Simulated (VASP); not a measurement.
**Ru: single point with PBEsol**

The system is Ru.

```xyz
2
Lattice="2.4047 0.0000 0.0000 -1.2023 2.0825 0.0000 0.0000 0.0000 3.8411" Properties=species:S:1:pos:R:3 pbc="T T T"
Ru    0.0000    1.3883    0.9603
Ru    1.2023    0.6942    2.8808
```

| Property | Result |
| --- | --- |
| Program | VASP 6.6.1 |
| Task | single point |
| Functional | PBEsol |
| Potentials or basis | VASP PAW PBE potentials, release 64 (Ru_sv) |
| Cutoff | 560 eV |
| k mesh | 18 × 18 × 10 |
| Occupations | fermi-dirac, width 0.05 eV |
| Spin | no spin polarisation |
| Dipole correction | no |
| Further INCAR settings | ALGO = Normal; EDIFF = 1e-06; NBANDS = 23 |

```yaml
Pressure: 239.5 GPa
Band_gap_on_the_k_mesh: zero (bands 16 and 17 overlap by 5.38 eV)
```

Stress tensor (GPa, compression positive):
```
239.54   0.00   0.00
  0.00 239.54   0.00
  0.00   0.00 239.31
```

Levels at points of the mesh, in eV from the Fermi level:
| k point | band 13 | band 14 | band 15 | band 16 | band 17 | band 18 | band 19 | band 20 |
| --- | --- | --- | --- | --- | --- | --- | --- | --- |
| (0.00, 0.00, 0.00) | -4.21 | -3.24 | -3.24 | -2.23 | -2.23 | 1.89 | 1.89 | 2.12 |
| (0.50, 0.00, 0.00) | -3.22 | -2.36 | -2.09 | 2.62 | 3.32 | 3.33 | 6.66 | 9.38 |
| (0.00, 0.00, 0.50) | -4.59 | -4.59 | -3.72 | -3.72 | 0.96 | 0.96 | 0.96 | 0.96 |
| (0.50, 0.00, 0.50) | -1.77 | -1.77 | 0.93 | 0.93 | 3.04 | 3.04 | 5.39 | 5.39 |

Wall time 53 s on 1 thread of AMD EPYC 7R13 Processor (Zen 3), on a shared host, peak memory 0.17 GiB.

Caveat: the cell stands under pressure; the PAW data sets were made with another functional, which shifts forces and pressure a little.
